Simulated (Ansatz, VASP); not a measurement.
One calculation of AlN, two programs

INCAR

```
PREC     = Accurate       # precision mode
ENCUT    = 520            # plane-wave cutoff, eV
EDIFF    = 1E-6           # SCF threshold, eV
ISMEAR   = 0              # smearing method
SIGMA    = 0.05           # smearing width, eV
LREAL    = F              # projectors in reciprocal space
LASPH    = T              # aspherical terms in the spheres
NELM     = 80             # most SCF steps
ALGO     = Normal         # electronic algorithm
ISIF     = 2              # what is computed and relaxed
LWAVE    = F              # write WAVECAR
LCHARG   = F              # write CHGCAR
GGA      = PS             # functional
NBANDS   = 11             # bands
```

Contents of KPOINTS:

```
regular mesh
0
Gamma
  10 10 10
```

The input POSCAR:

```
AlN
1.0
    0.0000000000      1.9476412417      1.9476412417
    1.9476412417      0.0000000000      1.9476412417
    1.9476412417      1.9476412417      0.0000000000
Al N
1 1
Direct
    0.5000000000      0.5000000000      0.5000000000
    0.0000000000      0.0000000000      0.0000000000
```

Input for Ansatz:

```yaml
crystal:
  lattice:
    - [0.0, 1.9476412417, 1.9476412417]
    - [1.9476412417, 0.0, 1.9476412417]
    - [1.9476412417, 1.9476412417, 0.0]
  atoms:
    - { symbol: Al, position: [0.5, 0.5, 0.5] }
    - { symbol: "N", position: [0.0, 0.0, 0.0] }
basis:
  ecutwfc: 520.0
kpoints:
  mp_grid: { grid: [10, 10, 10] }
hamiltonian:
  xc: pbesol
  pseudopotentials: { kind: paw, azcp: { folder: soft_1 } }
scf:
  occupations: { method: gaussian, width: 0.05 }
output:
  forces: true
  stress: true
  eigenvalues: true
```

Alike in both runs: task single point; functional PBEsol; k mesh 10 × 10 × 10; occupations gaussian, width 0.05 eV; no spin polarisation.

|  | VASP | Ansatz |
| --- | --- | --- |
| version | VASP 6.6.1 | Ansatz 0.2.0 |
| potentials or method | VASP PAW PBE potentials, release 64 (Al, N), cutoff 520 eV | scalar-relativistic, plane waves, PAW |
| valence electrons in the cell | 8 | 8 |

Ansatz gave:

```
gap on the k mesh at the Fermi level (eV) : 4.91
least direct gap on the mesh (eV)         : 7.34
```

**Question.** Estimate VASP's values.

**Answer.** gap on the k mesh at the Fermi level (eV): 4.91; least direct gap on the mesh (eV): 7.37.

VASP's potentials were made for PBE, not for PBEsol, and Ansatz warns of the same on its side. With one functional, cell and mesh, what is left measures potentials, basis and numerics.
